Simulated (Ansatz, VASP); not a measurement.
SnSe in VASP and in Ansatz

```
Sn Se
1.0
     0.00000    2.99993    2.99993
     2.99993    0.00000    2.99993
     2.99993    2.99993    0.00000
Sn Se
1 1
Direct
  0.00000 0.00000 0.00000
  0.50000 0.50000 0.50000
```

Change from the starting cell: volume scaled by 0.99.

Alike in both runs: task single point; functional LDA; k mesh 9 × 9 × 9; occupations fermi-dirac, width 0.02 eV; no spin polarisation.

|  | VASP | Ansatz |
| --- | --- | --- |
| version | VASP 6.6.1 | Ansatz 0.2.0 |
| potentials or method | VASP PAW LDA potentials, release 64 (Sn_d, Se), cutoff 520 eV | all-electron LAPW, scalar-relativistic |

VASP gave:

| Property | Result |
| --- | --- |
| pressure (GPa) | -2.7 |

Task: Which values does Ansatz return?

Result: Pressure (GPa): -2.8.

LDA's correlation is that of Perdew and Zunger in VASP and of Perdew and Wang (1992) in Ansatz. Ansatz ran all-electron here, and VASP with PAW potentials.
